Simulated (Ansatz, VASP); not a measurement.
## AlSn: VASP beside Ansatz

```
CELL_PARAMETERS angstrom
4.19811 0.00000 0.00000
-2.09905 3.63567 0.00000
0.00000 0.00000 3.30685
ATOMIC_POSITIONS crystal
Sn 0.33333 0.66667 0.50000
Al 0.00000 0.00000 0.00000
```

Alike in both runs: task single point; functional PBE0; k mesh 4 × 4 × 4; occupations fermi-dirac, width 0.05 eV; no spin polarisation.

```csv
,VASP,Ansatz
version,VASP 6.6.1,Ansatz 0.2.0
potentials or method,"VASP PAW PBE potentials, release 64 (Sn_d, Al)",Ansatz PAW
plane-wave cutoff (eV),520,420
valence electrons in the cell,17,17
```

Ansatz gave:

| Item | Value |
| --- | --- |
| gap on the k mesh at the Fermi level (eV) | none |
| pressure (GPa) | 0.5 |
| traceless stress, the component that is largest in VASP (GPa) | 8.16 |

Question: Estimate VASP's values.

Answer: gap on the k mesh at the Fermi level (eV): none; pressure (GPa): 0.4; traceless stress, the component that is largest in VASP (GPa): 8.25.

A gap of «none» marks a metal or a gap that the smearing closes.

The k mesh is coarse, so the values compare programs but aren't converged.
